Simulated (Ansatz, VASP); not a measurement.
## One calculation of GaN, two programs

```
Ga N
1.0
     0.00000    2.10852    2.10852
     2.10852    0.00000    2.10852
     2.10852    2.10852    0.00000
Ga N
1 1
Cartesian
  2.1085 2.1085 2.1085
  0.0000 0.0000 0.0000
```

Alike in both runs: task single point; functional PBE; k mesh 8 × 8 × 8; occupations gaussian, width 0.5 eV; no spin polarisation.

|  | VASP | Ansatz |
| --- | --- | --- |
| version | VASP 6.6.1 | Ansatz 0.2.0 |
| potentials or method | VASP PAW PBE potentials, release 64 (Ga_d, N) | plane waves |
| plane-wave cutoff (eV) | 600 | 420 |
| valence electrons in the cell | 18 | 18 |

|  | VASP | Ansatz | Ansatz less VASP |
| --- | --- | --- | --- |
| pressure (GPa) | 9.2 | 8.5 | -0.67 |

With one functional, cell and mesh, what is left measures potentials, basis and numerics.
